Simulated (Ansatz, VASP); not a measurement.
# BaOs: VASP beside Ansatz

```xyz
2
Lattice="3.9732 0.0000 0.0000 0.0000 3.9732 0.0000 0.0000 0.0000 3.9732" Properties=species:S:1:pos:R:3 pbc="T T T"
Ba    0.0000    0.0000    0.0000
Os    1.9866    1.9866    1.9866
```

Alike in both runs: task single point; functional PBE; k mesh 8 × 8 × 8; occupations gaussian, width 0.05 eV; no spin polarisation.

|  | VASP | Ansatz |
| --- | --- | --- |
| version | VASP 6.6.1 | Ansatz 0.2.0 |
| potentials or method | VASP PAW PBE potentials, release 64 (Ba_sv, Os), cutoff 520 eV | scalar-relativistic, plane waves, PAW |
| valence electrons in the cell | 18 | 26 |

Ansatz gave:

```
gap on the k mesh at the Fermi level (eV) : none
pressure (GPa)                            : -6.3
```

Problem. What did VASP give for the same quantities?

Solution. gap on the k mesh at the Fermi level (eV): none; pressure (GPa): -5.5.

A gap of «none» marks a metal or a gap that the smearing closes. VASP's potentials hold 18 valence electrons a cell and Ansatz's 26, so a difference there can come from the potentials and not from the codes.

Neither program's run includes spin-orbit coupling.
